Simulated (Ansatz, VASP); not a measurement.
**InGa3P4 in VASP and in Ansatz**

```
CELL_PARAMETERS angstrom
3.96537 0.00000 0.00000
0.00000 3.96537 0.00000
0.00000 0.00000 11.28802
ATOMIC_POSITIONS crystal
In 0.50000 0.50000 0.00000
Ga 0.00000 0.00000 0.74024
Ga 0.00000 0.00000 0.25976
Ga 0.50000 0.50000 0.50000
P 0.50000 0.00000 0.85914
P 0.00000 0.50000 0.14086
P 0.50000 0.00000 0.37995
P 0.00000 0.50000 0.62005
```

Alike in both runs: task single point; functional PBE; k mesh 8 × 8 × 4; occupations gaussian, width 0.02 eV; no spin polarisation.

|  | VASP | Ansatz |
| --- | --- | --- |
| version | VASP 6.6.1 | Ansatz 0.2.0 |
| potentials or method | VASP PAW PBE potentials, release 64 (In_d, Ga_d, P), cutoff 520 eV | scalar-relativistic, plane waves, PAW |
| valence electrons in the cell | 72 | 72 |

```csv
,VASP,Ansatz,Ansatz less VASP
gap on the k mesh at the Fermi level (eV),1.11,1.11,+0.003
least direct gap on the mesh (eV),1.11,1.11,+0.003
pressure (GPa),0.0,0.0,-0.01
```

The functional is the same, so the differences come from potentials, cutoffs and numerics.
